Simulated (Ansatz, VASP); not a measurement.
# Fe: VASP beside Ansatz

```
Fe
1.0
    -1.43900    1.43900    1.43900
     1.43900   -1.43900    1.43900
     1.43900    1.43900   -1.43900
Fe
1
Cartesian
  0.0000 0.0000 0.0000
```

Alike in both runs: task single point; functional PBE; k mesh 8 × 8 × 8; occupations gaussian, width 0.1 eV; collinear spin.

```csv
,VASP,Ansatz
version,VASP 6.6.1,Ansatz 0.2.0
potentials or method,"VASP PAW PBE potentials, release 64 (Fe), cutoff 600 eV","scalar-relativistic, plane waves, PAW"
valence electrons in the cell,8,16
```

VASP gave:

* gap on the k mesh at the Fermi level (eV): none
* pressure (GPa): -6.3
* net moment per atom (μB): 2.36
* size of the moment on the site where the two differ most (μB): 2.37

Task: Estimate Ansatz's values.

Result: gap on the k mesh at the Fermi level (eV): none; pressure (GPa): -6.0; net moment per atom (μB): 2.35; size of the moment on the site where the two differ most (μB): 2.41.

Site moments also hang on the region over which each program counts them. A gap of «none» marks a metal or a gap that the smearing closes. With one functional, cell and mesh, what is left measures potentials, basis and numerics. VASP's potentials hold 8 valence electrons a cell and Ansatz's 16, so a difference there can come from the potentials and not from the codes.

The k mesh is coarse, so the values compare programs but aren't converged.
